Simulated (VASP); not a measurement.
Input of a VASP 6.6.1 run:

The input INCAR:

```
SYSTEM = BaZrO3
PREC = Accurate ; ENCUT = 1340
EDIFF = 1E-6 ; ISMEAR = -1
SIGMA = 0.05 ; LREAL = .False.
LASPH = .True. ; NELM = 120
ALGO = Normal ; ISIF = 2
LWAVE = .False. ; LCHARG = .False.
GGA = PE ; NBANDS = 28
GGA_COMPAT = .False.
```

Contents of KPOINTS:

```
regular mesh
0
Gamma
  5 5 5
  0 0 0
```

POSCAR

```
BaZrO3
1.0
    4.1913400000      0.0000000000      0.0000000000
    0.0000000000      4.1913400000      0.0000000000
    0.0000000000      0.0000000000      4.1913400000
Ba Zr O
1 1 3
Direct
    0.0000000000      0.0000000000      0.0000000000
    0.5000000000      0.5000000000      0.5000000000
    0.5000000000      0.5000000000      0.0000000000
    0.5000000000      0.0000000000      0.5000000000
    0.0000000000      0.5000000000      0.5000000000
```

Potentials or basis: VASP PAW PBE potentials, release 64 (Ba_sv, Zr_sv, O_h).

Command:

```sh
$ cat potpaw_PBE.64/Ba_sv/POTCAR potpaw_PBE.64/Zr_sv/POTCAR potpaw_PBE.64/O_h/POTCAR > POTCAR
$ mpirun -np 1 vasp_std > vasp.out
```

Q: Estimate the pressure.

A: 5.0 GPa.

Q: Predict the band gap on the k mesh.

A: 3.30 eV (least direct gap 3.41 eV).

Caveat: the cell stands under pressure; spin-orbit coupling is left out, which moves the levels of the heavy elements; an odd mesh through Γ misses points on the zone boundary, where band edges can lie.
